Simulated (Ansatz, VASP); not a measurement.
# HfSi2B4 in VASP and in Ansatz

```
Hf Si B
1.0
     3.17803    0.00000    0.00000
     0.00000    5.25209    0.00000
     0.00000    0.00000    4.61810
Hf Si B
1 2 4
Direct
  0.50000 0.00000 0.00000
  0.50000 0.25200 0.50000
  0.50000 0.74800 0.50000
  0.00000 0.33238 0.19070
  0.00000 0.66762 0.19070
  0.00000 0.66762 0.80930
  0.00000 0.33238 0.80930
```

Alike in both runs: functional PBE; k mesh 5 × 4 × 3; occupations gaussian, width 0.2 eV; no spin polarisation.

Ansatz relaxed the structure, and its values are those at the end. VASP's run is a single point on that final structure, the one shown.

|  | VASP | Ansatz |
| --- | --- | --- |
| version | VASP 6.6.1 | Ansatz 0.2.0 |
| potentials or method | VASP PAW PBE potentials, release 64 (Hf_pv, Si, B), cutoff 520 eV | scalar-relativistic, plane waves, PAW |
| valence electrons in the cell | 30 | 46 |

```tsv
	VASP	Ansatz	Ansatz less VASP
gap on the k mesh at the Fermi level (eV)	none	none	-
pressure (GPa)	0.1	0.1	+0.01
rms of the force components (eV/Å)	0.004	0.004	-0.0006
```

A gap of «none» marks a metal or a gap that the smearing closes. VASP's potentials hold 30 valence electrons a cell and Ansatz's 46, so a difference there can come from the potentials and not from the codes.

The k mesh is coarse, so the values compare programs but aren't converged. Neither program's run includes spin-orbit coupling.
